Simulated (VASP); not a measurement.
Input of a VASP 6.6.1 run:

INCAR

```
SYSTEM = B64N65
PREC = Accurate ; ENCUT = 520
EDIFF = 1E-6 ; ISMEAR = -1
SIGMA = 0.05 ; LREAL = Auto
LASPH = .TRUE. ; NELM = 60
ALGO = Normal ; ISIF = 2
LWAVE = .FALSE. ; LCHARG = .FALSE.
GGA = PS ; NBANDS = 328
NELECT = 516.0 ; ISYM = 0
```

KPOINTS

```
Automatic mesh
0
Gamma
  1 1 1
  0.25 0.25 0.25
```

The input POSCAR:

```
B64N65
1.0
    0.0000000000      7.2115910000      7.2115910000
    7.2115910000      0.0000000000      7.2115910000
    7.2115910000      7.2115910000      0.0000000000
B N
64 65
Direct
    0.0002110000      0.9996010000      0.0000590000
    0.4988430000      0.0007840000      0.9989240000
    0.9986770000      0.5000430000      0.0017010000
    0.9974700000      0.0023720000      0.4998960000
    0.2482160000      0.2511700000      0.2502980000
    0.4993510000      0.4977000000      0.0041790000
[... 121 lines left out ...]
    0.5623770000      0.8116740000      0.8106030000
    0.6041360000      0.5203470000      0.6059130000
```

Potentials or basis: VASP PAW PBE potentials, release 64 (B, N).

Launch:

```console
$ cat potpaw_PBE.64/B/POTCAR potpaw_PBE.64/N/POTCAR > POTCAR
$ mpirun -np 1 vasp_std > vasp.out
```

(1) Predict the largest force.

Results:

(1) 0.332 eV/Å.

Caveat: the cell carries a net charge on a neutralising background, which shifts energy and pressure; the standard files for N, O and F lose accuracy on very short bonds; the PAW data sets were made with another functional, which shifts forces and pressure a little.
